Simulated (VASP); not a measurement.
A run of VASP 6.6.1 is set up as follows.

INCAR

```
ALGO = Normal ; EDIFF = 1E-6
ENCUT = 500 ; GGA = PS
GGA_COMPAT = False ; ISIF = 2
ISMEAR = -1 ; ISYM = -1
LASPH = True ; LCHARG = False
LREAL = Auto ; LWAVE = False
NBANDS = 186 ; NELM = 120
PREC = Accurate ; SIGMA = 0.05
```

File KPOINTS:

```
explicit points
1
Reciprocal
  0.25000000   0.25000000   0.25000000 1
```

POSCAR

```
Mg3ZnSi4P8
1.0
   11.2755850000     -0.0000660000     -0.0000140000
   -0.0000660000     11.2755850000     -0.0000140000
   -0.0000120000     -0.0000120000     10.1729590000
Zn Mg Si P
4 12 16 32
Direct
    0.0010760000      0.0015960000      0.0005010000
    0.4989780000      0.7524450000      0.2474190000
    0.2516040000      0.0018310000      0.7529250000
    0.2516960000      0.2499680000      0.5029340000
    0.0020640000      0.5007440000      0.0011490000
    0.5009610000      0.0025240000      0.0002330000
    0.5010490000      0.5000630000      0.9970030000
    0.0026250000      0.2502100000      0.2486850000
    0.0007540000      0.7510930000      0.2493230000
    0.5002040000      0.2516380000      0.2501340000
    0.2504150000      0.5023060000      0.7495760000
    0.7492080000      0.0011170000      0.7502780000
    0.7509020000      0.4994080000      0.7493730000
    0.2503770000      0.7493820000      0.4994810000
    0.7527600000      0.2497840000      0.4983780000
    0.7530760000      0.7515170000      0.4967730000
    0.0000390000      0.0024290000      0.4992090000
    0.9994310000      0.4989930000      0.5002570000
    0.5035790000      0.0002400000      0.5003070000
    0.4967930000      0.5011170000      0.4981410000
    0.2522880000      0.0019710000      0.2518120000
    0.2473710000      0.5007920000      0.2483500000
    0.7490630000      0.0000400000      0.2491490000
    0.7492090000      0.5011500000      0.2489460000
    0.2529960000      0.2486080000      0.9993520000
    0.2527710000      0.7498590000      0.0013900000
    0.7528830000      0.2533180000      0.9999200000
    0.7498380000      0.7487170000      0.9994150000
    0.0013650000      0.2482870000      0.7493030000
    0.0017190000      0.7530150000      0.7520910000
    0.5007490000      0.2488220000      0.7512950000
    0.4981270000      0.7505940000      0.7508650000
    0.1422230000      0.1234740000      0.1233780000
    0.1423890000      0.6247730000      0.1262250000
    0.6418070000      0.1229910000      0.1241580000
    0.6406660000      0.6213390000      0.1263280000
    0.1106230000      0.1235470000      0.6253780000
    0.1077300000      0.6259520000      0.6250490000
    0.6069540000      0.1259580000      0.6276530000
    0.6078970000      0.6219600000      0.6269630000
    0.3557300000      0.3737180000      0.1284890000
    0.3587860000      0.8751740000      0.1264690000
    0.8550290000      0.3756000000      0.1272540000
    0.8564810000      0.8763220000      0.1260170000
    0.3730790000      0.1078860000      0.3749940000
    0.3740880000      0.6095830000      0.3733520000
    0.8764240000      0.1069970000      0.3724710000
    0.8734310000      0.6046990000      0.3784260000
    0.1251620000      0.3919310000      0.3732970000
    0.1238350000      0.8951750000      0.3720980000
    0.6266070000      0.3949360000      0.3749700000
    0.6210050000      0.8939870000      0.3769890000
    0.1252760000      0.3577910000      0.8764980000
    0.1271430000      0.8575050000      0.8747250000
    0.6247120000      0.3555990000      0.8719570000
    0.6237910000      0.8556710000      0.8756230000
    0.3942030000      0.3752550000      0.6264470000
    0.3916530000      0.8772410000      0.6238980000
    0.8956830000      0.3747520000      0.6214110000
    0.8930120000      0.8685440000      0.6257730000
    0.3761280000      0.1401150000      0.8760300000
    0.3748710000      0.6429190000      0.8774990000
    0.8769470000      0.1424100000      0.8758940000
    0.8770820000      0.6419150000      0.8772050000
```

Potentials or basis: VASP PAW PBE potentials, release 64 (Zn, Mg, Si, P).

Launch:

```console
$ cat potpaw_PBE.64/Zn/POTCAR potpaw_PBE.64/Mg/POTCAR potpaw_PBE.64/Si/POTCAR potpaw_PBE.64/P/POTCAR > POTCAR
$ mpirun -np 1 vasp_std > vasp.out
```

**Question.** What does it give for the band gap on the k mesh?

**Answer.** 1.76 eV.

**Question.** What does it give for the largest force?

**Answer.** 1.265 eV/Å.

Stress tensor (GPa, compression positive):
```
 0.13 -0.66 -0.20
-0.66  0.14 -0.23
-0.20 -0.23  0.55
```

Caveat: the PAW data sets were made with another functional, which shifts forces and pressure a little; a shifted mesh leaves out Γ, where band edges can lie. A k mesh can miss the band edges.
